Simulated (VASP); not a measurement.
# Yb (P6_3/mmc) in VASP: further runs

Yb is run at these levels: RPBE; tasks: single point.

All numbers are computed with VASP 6.6.1; they aren't measurements. Logs are shortened: lines on timing, memory, paths and dates and some standing lists are left out, and cuts for length are marked.

## Step 1: The cell of the first run

The structure is hexagonal, space group P6_3/mmc (No. 194). The conventional cell has a = 3.841 Å, b = 3.841 Å, c = 6.322 Å, α = 90.00°, β = 90.00°, γ = 120.00°. Yb (site symmetry -6m2) has 12 Yb at 3.84 to 3.86 Å within 5.0 Å.

This isn't the form of Yb at room conditions, which is fcc.

## Step 2: Single point, RPBE (40.39 Å³/atom)

File INCAR:

```
SYSTEM = Yb
  PREC = Accurate
  ENCUT = 520
  EDIFF = 1E-7
  ISMEAR = -1
  SIGMA = 0.1
  LREAL = .FALSE.
  LASPH = .TRUE.
  NELM = 100
  ALGO = Normal
  ISIF = 2
  LWAVE = .FALSE.
  LCHARG = .FALSE.
  GGA = RP
  NBANDS = 31
```

File KPOINTS:

```
regular mesh
0
G
  11 11 6
  0 0 0
```

File POSCAR:

```
Yb
1.0
    3.8408692608      0.0000000000      0.0000000000
   -1.9204346304      3.3262903525      0.0000000000
    0.0000000000      0.0000000000      6.3223651929
Yb
2
Direct
    0.3333333333      0.6666666667      0.2500000000
    0.6666666667      0.3333333333      0.7500000000
```

Potentials or basis: VASP PAW PBE potentials, release 64 (Yb).

On the command line:

```sh
> cat potpaw_PBE.64/Yb/POTCAR > POTCAR
> mpirun -np 1 vasp_std > vasp.out
```

OUTCAR:

```text
SYSTEM = Yb
   PREC = Accurate
   ENCUT = 520
   EDIFF = 1E-7
   ISMEAR = -1
   LREAL = .FALSE.
   LASPH = .TRUE.
   NELM = 100
   ISIF = 2
   GGA = RP

 ion  position               nearest neighbor table
   1  0.333  0.667  0.250-
   2  0.667  0.333  0.750-

  LATTYP: Found a hexagonal cell.
 ALAT       =     3.8408692608
 C/A-ratio  =     1.6460766466

  Lattice vectors:

 A1 = (   3.8408692608,   0.0000000000,   0.0000000000)
 A2 = (  -1.9204346304,   3.3262903525,   0.0000000000)
 A3 = (   0.0000000000,   0.0000000000,   6.3223651929)

Analysis of symmetry for initial positions (statically):
=====================================================================
 Subroutine PRICEL returns:
 Original cell was already a primitive cell.

 Routine SETGRP: Setting up the symmetry group for a
 hexagonal supercell.

 Subroutine GETGRP returns: Found 24 space group operations
 (whereof 12 operations were pure point group operations)
 out of a pool of 24 trial point group operations.

The static configuration has the point symmetry D_3d.
 The point group associated with its full space group is D_6h.

Analysis of symmetry for dynamics (positions and initial velocities):
=====================================================================
 Subroutine PRICEL returns:
 Original cell was already a primitive cell.

 Routine SETGRP: Setting up the symmetry group for a
 hexagonal supercell.

 Subroutine GETGRP returns: Found 24 space group operations
 (whereof 12 operations were pure point group operations)
 out of a pool of 24 trial point group operations.

The dynamic configuration has the point symmetry D_3d.
 The point group associated with its full space group is D_6h.

 Subroutine INISYM returns: Found 24 space group operations
 (whereof 12 operations are pure point group operations),
 and found     1 'primitive' translations

----------------------------------------------------------------------------------------

                                     Primitive cell

  volume of cell :      80.7736

  direct lattice vectors                    reciprocal lattice vectors
     3.840869261  0.000000000  0.000000000     0.260357729  0.150317605  0.000000000
    -1.920434630  3.326290353  0.000000000     0.000000000  0.300635210  0.000000000
     0.000000000  0.000000000  6.322365193     0.000000000  0.000000000  0.158168655

  length of vectors
     3.840869261  3.840869261  6.322365193     0.300635210  0.300635210  0.158168655

  position of ions in fractional coordinates (direct lattice)
     0.333333333  0.666666667  0.250000000
     0.666666667  0.333333333  0.750000000

  ion indices of the primitive-cell ions
   primitive index   ion index
                 1           1
                 2           2

----------------------------------------------------------------------------------------

 KPOINTS: regular mesh

Automatic generation of k-mesh.
 Grid dimensions read from file:
 generate k-points for:   11   11    6

 Generating k-lattice:

  Cartesian coordinates                     Fractional coordinates (reciprocal lattice)
     0.023668884  0.013665237  0.000000000     0.090909091  0.000000000  0.000000000
     0.000000000  0.027330474  0.000000000     0.000000000  0.090909091  0.000000000
     0.000000000  0.000000000  0.026361443     0.000000000  0.000000000  0.166666667

  Length of vectors
     0.027330474  0.027330474  0.026361443

  Shift w.r.t. Gamma in fractional coordinates (k-lattice)
     0.000000000  0.000000000  0.000000000

 Subroutine IBZKPT returns following result:
 ===========================================

 Found     64 irreducible k-points:

 Following reciprocal coordinates:
            Coordinates               Weight
  0.000000  0.000000  0.000000      1.000000
  0.090909 -0.000000  0.000000      6.000000
  0.181818 -0.000000  0.000000      6.000000
  0.272727  0.000000  0.000000      6.000000
  0.363636 -0.000000  0.000000      6.000000
  0.454545 -0.000000  0.000000      6.000000
[... 16 lines left out ...]
  0.090909  0.090909  0.166667     12.000000
  0.181818  0.090909  0.166667     24.000000
 [... further k-points ...]
   k-points           NKPTS =     64   k-points in BZ     NKDIM =     64   number of bands    NBANDS=     31
   number of dos      NEDOS =    301   number of ions     NIONS =      2
   total plane-waves  NPLWV =  43200
   dimension x,y,z NGX =    30 NGY =   30 NGZ =   48
   dimension x,y,z NGXF=    60 NGYF=   60 NGZF=   96
   ions per type =               2
   NGX,Y,Z   is equivalent  to a cutoff of  12.99, 12.99, 12.62 a.u.
   NGXF,Y,Z  is equivalent  to a cutoff of  25.97, 25.97, 25.24 a.u.
 SYSTEM =  Yb
   PREC   = accura    normal or accurate (medium, high low for compatibility)
   ISTART =      0    job   : 0-new  1-cont  2-samecut
   ICHARG =      2    charge: 1-file 2-atom 10-const
   ISPIN  =      1    spin polarized calculation?
   LNONCOLLINEAR =      F non collinear calculations
   LSORBIT =      F    spin-orbit coupling
   LASPH  =      T    aspherical Exc in radial PAW
   ENCUT  =  520.0 eV  38.22 Ry    6.18 a.u.   7.14  7.14 11.76*2*pi/ulx,y,z
   NELM   =    100;   NELMIN=  2; NELMDL= -5     # of ELM steps
   EDIFF  = 0.1E-06   stopping-criterion for ELM
   LREAL  =      F    real-space projection
   EDIFFG = 0.1E-05   stopping-criterion for IOM
   NSW    =      0    number of steps for IOM
   IBRION =     -1    ionic relax: 0-MD 1-quasi-New 2-CG
   NFREE  =      0    steps in history (QN), initial steepest desc. (CG)
   ISIF   =      2    stress and relaxation
   ISYM   =      2    0-nonsym 1-usesym 2-fastsym
   POTIM  = 0.5000    time-step for ionic-motion
   TEBEG  =    0.0;   TEEND  =   0.0 temperature during run
   PSTRESS=    0.0 pullay stress
   NELECT =      48.0000    total number of electrons
   NUPDOWN=      -1.0000    fix difference up-down
   EMIN   =  10.00;   EMAX   =-10.00  energy-range for DOS
   EFERMI =   0.00;   METHOD = LEGACY
   ISMEAR =    -1;   SIGMA  =   0.10  broadening in eV -4-tet -1-fermi 0-gaus
   EFERMI_NEDOS =   21; number of points for ismear=-14 and -15
   IALGO  =     38    algorithm
   IMIX   =      4    mixing-type and parameters
     AMIX     =   0.40;   BMIX     =  1.00
     AMIX_MAG =   1.60;   BMIX_MAG =  1.00
  volume/ion in A,a.u.               =      40.39       272.54
  Fermi-wavevector in a.u.,A,eV,Ry     =   1.376360  2.600944 25.774439  1.894368
  Thomas-Fermi vector in A             =   2.501612
   LORBIT       =      0    0 simple, 1 ext, 2 COOP (PROOUT), +10 PAW based schemes
   GGA     = RP    functional components
   LHFCALC =     F    Hartree Fock is set to
   AEXX    =    0.0000 exact exchange contribution
   IVDW    =     0    specifies the selected vdW correction
   LEPSILON=     F    determine dielectric tensor
   LRPA    =     F    only Hartree local field effects (RPA)
 non-spin polarized calculation
  energy-cutoff  :      520.00
  volume of cell :       80.77
 maximum number of plane-waves:      2196
 NGX is ok and might be reduce to    30
   NGX = 15   NGY = 15   NGZ = 23

 number of electron      47.9999982 magnetization

 Free energy of the ion-electron system (eV)
  ---------------------------------------------------
  ext. energy  EPLUGINS =         0.00000000
  ---------------------------------------------------
  free energy    TOTEN  =        -6.64309738 eV

  energy without entropy =       -6.44393510  energy(sigma->0) =       -6.54351624

 E-fermi :   1.3576     XC(G=0):  -8.8066

 val. band max:        1.3563371769   @ k =   0.3636   0.0909   0.0000
 cond. band min:       1.3825886089   @ k =   0.2727   0.2727   0.1667
 fundamental gap:      0.0262514320
 Fermi energy:         1.3575798155

 k-point     1 :       0.0000    0.0000    0.0000
  band No.  band energies     occupation
      1     -50.6060      2.00000
      2     -50.5972      2.00000
      3     -23.0429      2.00000
      4     -22.8601      2.00000
      5     -22.8601      2.00000
      6     -22.8304      2.00000
[... 23 lines left out ...]
     30       4.6088      0.00000
     31       5.3097      0.00000

 k-point     2 :       0.0909   -0.0000    0.0000
  band No.  band energies     occupation
      1     -50.6053      2.00000
      2     -50.5968      2.00000
      3     -23.0371      2.00000
      4     -22.8738      2.00000
      5     -22.8644      2.00000
      6     -22.8447      2.00000
[... 23 lines left out ...]
     30       4.7584      0.00000
     31       5.0295      0.00000

 k-point     3 :       0.1818   -0.0000    0.0000
  band No.  band energies     occupation
      1     -50.6035      2.00000
      2     -50.5959      2.00000
      3     -23.0209      2.00000
      4     -22.9108      2.00000
      5     -22.8824      2.00000
      6     -22.8757      2.00000
[... 23 lines left out ...]
     30       4.7247      0.00000
     31       4.7825      0.00000

 k-point     4 :       0.2727    0.0000    0.0000
  band No.  band energies     occupation
      1     -50.6010      2.00000
      2     -50.5949      2.00000
      3     -22.9971      2.00000
      4     -22.9595      2.00000
      5     -22.9305      2.00000
      6     -22.8900      2.00000
[... 23 lines left out ...]
     30       5.2226      0.00000
     31       5.3424      0.00000

 k-point     5 :       0.3636   -0.0000    0.0000
  band No.  band energies     occupation
      1     -50.5986      2.00000
      2     -50.5941      2.00000
      3     -23.0044      2.00000
      4     -22.9736      2.00000
      5     -22.9707      2.00000
      6     -22.9029      2.00000
[... 23 lines left out ...]
     30       5.8073      0.00000
     31       6.2234      0.00000
[... 542 lines left out ...]
     30       5.7709      0.00000
     31       6.0491      0.00000

 k-point    22 :       0.4545   -0.0000    0.1667
  band No.  band energies     occupation
      1     -50.5967      2.00000
      2     -50.5940      2.00000
      3     -23.0375      2.00000
      4     -23.0074      2.00000
      5     -22.9360      2.00000
      6     -22.9073      2.00000
[... 23 lines left out ...]
     30       6.3287      0.00000
     31       6.5998      0.00000

 k-point    23 :       0.0909    0.0909    0.1667
  band No.  band energies     occupation
      1     -50.6035      2.00000
      2     -50.5967      2.00000
      3     -23.0151      2.00000
      4     -22.8932      2.00000
      5     -22.8833      2.00000
      6     -22.8665      2.00000
[... 23 lines left out ...]
     30       4.7827      0.00000
     31       5.2666      0.00000

 k-point    24 :       0.1818    0.0909    0.1667
  band No.  band energies     occupation
      1     -50.6015      2.00000
      2     -50.5957      2.00000
      3     -23.0012      2.00000
      4     -22.9302      2.00000
      5     -22.9216      2.00000
      6     -22.8822      2.00000
[... 23 lines left out ...]
     30       4.9865      0.00000
     31       5.2977      0.00000

 [... further k-points ...]

------------------------ aborting loop because EDIFF is reached ----------------------------------------

  FORCE on cell =-STRESS in cart. coord.  units (eV):
  Direction    XX          YY          ZZ          XY          YZ          ZX
  --------------------------------------------------------------------------------------
  -------------------------------------------------------------------------------------
  Total       -0.5248042     -0.5248042     -0.5252684      0.0000000      0.0000000     -0.0000000
  in kB      -10.4097108    -10.4097108    -10.4189171      0.0000000      0.0000000     -0.0000000
  external PRESSURE =     -10.4127796 kB  Pullay stress =       0.0000000 kB

 VOLUME and BASIS-vectors are now :
 -----------------------------------------------------------------------------
  energy-cutoff  :      520.00
  volume of cell :       80.77
      direct lattice vectors                 reciprocal lattice vectors
     3.840869261  0.000000000  0.000000000     0.260357729  0.150317605  0.000000000
    -1.920434630  3.326290353  0.000000000     0.000000000  0.300635210  0.000000000
     0.000000000  0.000000000  6.322365193     0.000000000  0.000000000  0.158168655

 POSITION                                       TOTAL-FORCE (eV/Angst)
 -----------------------------------------------------------------------------------
     -0.00000      2.21753      1.58059         0.000000      0.000000      0.000000
      1.92043      1.10876      4.74177        -0.000000     -0.000000      0.000000
 -----------------------------------------------------------------------------------
    total drift:                               -0.000000      0.000000     -0.000000

  FREE ENERGIE OF THE ION-ELECTRON SYSTEM (eV)
  ---------------------------------------------------
  free  energy   TOTEN  =        -6.6430973801 eV

  energy  without entropy=       -6.4439351017  energy(sigma->0) =       -6.54351624
```

Run time: 4 min. Hardware: 1 thread of Intel Xeon 6975P-C (Granite Rapids), shared host; peak memory 0.29 GiB.

What came out:

```
Free energy            : -6.6431 eV
Pressure               : -1.0 GPa
Band gap on the k mesh : zero (bands 24 and 25 overlap by 0.11 eV)
```

Caveat: the PAW data sets were made with another functional, which shifts forces and pressure a little; spin-orbit coupling is left out, which moves the levels of the heavy elements. Spin polarisation is off, so any magnetic state and its effect on volume and gap are missing.

## Step 3: Single point, RPBE (41.94 Å³/atom)

This run uses another cell than the first one, of 41.94 Å³/atom.

File INCAR:

```
  ALGO = Normal
  EDIFF = 1E-7
  ENCUT = 520
  GGA = RP
  ISIF = 2
  ISMEAR = -1
  LASPH = True
  LCHARG = True
  LELF = True
  LREAL = False
  LVHAR = True
  LWAVE = False
  NBANDS = 31
  NELM = 100
  PREC = Accurate
  SIGMA = 0.1
```

File KPOINTS:

```
k-points
0
Gamma
  11 11 6
```

File POSCAR:

```
Yb
1.0
    3.8894930209      0.0000000000      0.0000000000
   -1.9447465104      3.3683997639      0.0000000000
    0.0000000000      0.0000000000      6.4024036288
Yb
2
Direct
    0.3333333333      0.6666666667      0.2500000000
    0.6666666667      0.3333333333      0.7500000000
```

Potentials or basis: VASP PAW PBE potentials, release 64 (Yb).

On the command line:

```sh
> cat potpaw_PBE.64/Yb/POTCAR > POTCAR
> mpirun -np 1 vasp_std > vasp.out
```

OUTCAR:

```text
EDIFF = 1E-7
   ENCUT = 520
   GGA = RP
   ISIF = 2
   ISMEAR = -1
   LASPH = True
   LREAL = False
   NELM = 100
   PREC = Accurate

 ion  position               nearest neighbor table
   1  0.333  0.667  0.250-
   2  0.667  0.333  0.750-

  LATTYP: Found a hexagonal cell.
 ALAT       =     3.8894930209
 C/A-ratio  =     1.6460766466

  Lattice vectors:

 A1 = (   3.8894930209,   0.0000000000,   0.0000000000)
 A2 = (  -1.9447465104,   3.3683997639,   0.0000000000)
 A3 = (   0.0000000000,   0.0000000000,   6.4024036288)

Analysis of symmetry for initial positions (statically):
=====================================================================
 Subroutine PRICEL returns:
 Original cell was already a primitive cell.

 Routine SETGRP: Setting up the symmetry group for a
 hexagonal supercell.

 Subroutine GETGRP returns: Found 24 space group operations
[... 160 lines left out ...]
  ---------------------------------------------------
  ext. energy  EPLUGINS =         0.00000000
  ---------------------------------------------------
  free energy    TOTEN  =        -6.62384850 eV

  energy without entropy =       -6.42318262  energy(sigma->0) =       -6.52351556

 E-fermi :   1.2493     XC(G=0):  -8.6540

 val. band max:        1.2359649171   @ k =   0.0909  -0.0000   0.0000
 cond. band min:       1.2543279059   @ k =   0.0000   0.0000   0.0000
 fundamental gap:      0.0183629888
 Fermi energy:         1.2492506169

 k-point     1 :       0.0000    0.0000    0.0000
  band No.  band energies     occupation
      1     -50.7490      2.00000
      2     -50.7418      2.00000
      3     -23.1760      2.00000
      4     -23.0172      2.00000
      5     -23.0172      2.00000
      6     -22.9911      2.00000
[... 805 lines left out ...]
     30       4.8040      0.00000
     31       5.1026      0.00000

 [... further k-points ...]

------------------------ aborting loop because EDIFF is reached ----------------------------------------

  FORCE on cell =-STRESS in cart. coord.  units (eV):
  Direction    XX          YY          ZZ          XY          YZ          ZX
  --------------------------------------------------------------------------------------
  -------------------------------------------------------------------------------------
  Total       -0.5135744     -0.5135744     -0.5033470     -0.0000000      0.0000000     -0.0000000
  in kB       -9.8096669     -9.8096669     -9.6143167     -0.0000000      0.0000000     -0.0000000
  external PRESSURE =      -9.7445501 kB  Pullay stress =       0.0000000 kB

 VOLUME and BASIS-vectors are now :
 -----------------------------------------------------------------------------
  energy-cutoff  :      520.00
  volume of cell :       83.88
      direct lattice vectors                 reciprocal lattice vectors
     3.889493021  0.000000000  0.000000000     0.257102917  0.148438438  0.000000000
    -1.944746510  3.368399764  0.000000000     0.000000000  0.296876876  0.000000000
     0.000000000  0.000000000  6.402403629     0.000000000  0.000000000  0.156191340

 POSITION                                       TOTAL-FORCE (eV/Angst)
 -----------------------------------------------------------------------------------
     -0.00000      2.24560      1.60060         0.000000     -0.000000     -0.000000
      1.94475      1.12280      4.80180         0.000000      0.000000      0.000000
 -----------------------------------------------------------------------------------
    total drift:                               -0.000000      0.000000     -0.000000

  FREE ENERGIE OF THE ION-ELECTRON SYSTEM (eV)
  ---------------------------------------------------
  free  energy   TOTEN  =        -6.6238484977 eV

  energy  without entropy=       -6.4231826212  energy(sigma->0) =       -6.52351556
```

It took 4.4 min on 1 thread of Intel Xeon 6975P-C (Granite Rapids), shared host; peak memory 0.29 GiB.

What came out:

```
Free energy            : -6.6238 eV
Pressure               : -1.0 GPa
Band gap on the k mesh : zero (bands 24 and 25 overlap by 0.14 eV)
```

Caveat: the PAW data sets were made with another functional, which shifts forces and pressure a little; spin-orbit coupling is left out, which moves the levels of the heavy elements. Spin polarisation is off, so any magnetic state and its effect on volume and gap are missing.
